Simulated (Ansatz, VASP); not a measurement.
HfC in VASP and in Ansatz

```
Hf C
1.0
     0.00000    2.37060    2.37060
     2.37060    0.00000    2.37060
     2.37060    2.37060    0.00000
Hf C
1 1
Direct
  0.50000 0.50000 0.50000
  0.00000 0.00000 0.00000
```

Change from the starting cell: volume scaled by 1.06, crystal datasets.

Alike in both runs: task electric field gradients; functional PBE; k mesh 15 × 15 × 15; occupations fermi-dirac, width 0.05 eV; no spin polarisation.

```csv
,VASP,Ansatz
version,VASP 6.6.1,Ansatz 0.2.0
potentials or method,"VASP PAW PBE potentials, release 64 (Hf_pv, C), cutoff 520 eV","all-electron PAW with datasets made for the crystal, scalar-relativistic"
```

```csv
,VASP,Ansatz,Ansatz less VASP
pressure (GPa),-12.8,-11.9,+0.83
```

Ansatz ran all-electron here, and VASP with PAW potentials.

Spin-orbit coupling is off throughout.
